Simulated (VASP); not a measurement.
Set up this calculation in VASP 6.6.1, as the native input.

```yaml
Task: single point
Functional: PBE
Potentials_or_basis: VASP PAW PBE potentials, release 64 (Ta_pv)
Cutoff: 500 eV
k_mesh: 14 × 14 × 14
Occupations: methfessel-paxton, width 0.05 eV
Spin: no spin polarisation
Dipole_correction: no
Further_INCAR_settings: ALGO = Normal; EDIFF = 1e-06; NBANDS = 12
```

The structure of Ta lies in POSCAR:

```
Ta
1.0
   -1.6512800000      1.6512800000      1.6512800000
    1.6512800000     -1.6512800000      1.6512800000
    1.6512800000      1.6512800000     -1.6512800000
Ta
1
Direct
    0.0000000000      0.0000000000      0.0000000000
```

One way to write it, as run:

INCAR

```
SYSTEM = Ta
PREC = Accurate
ENCUT = 500
EDIFF = 1E-6
ISMEAR = 1
SIGMA = 0.05
LREAL = .False.
LASPH = .True.
NELM = 120
ALGO = Normal
ISIF = 2
LWAVE = .False.
LCHARG = .False.
GGA = PE
NBANDS = 12
GGA_COMPAT = .False.
```

KPOINTS

```
Automatic mesh
0
Gamma
  14 14 14
  0 0 0
```

Potentials or basis: VASP PAW PBE potentials, release 64 (Ta_pv).

The run is started by

```console
$ cat potpaw_PBE.64/Ta_pv/POTCAR > POTCAR
$ mpirun -np 1 vasp_std > vasp.out
```

Results of the run:

```json
{"Pressure": "3.2 GPa", "Band gap on the k mesh": "zero (an odd number of electrons rules out a gap without spin polarisation)"}
```

Caveat: the cell stands under pressure; spin-orbit coupling is left out, which moves the levels of the heavy elements.

It took 11 s on 1 thread of Intel Xeon 8259CL (shared host), peak memory 0.15 GiB.
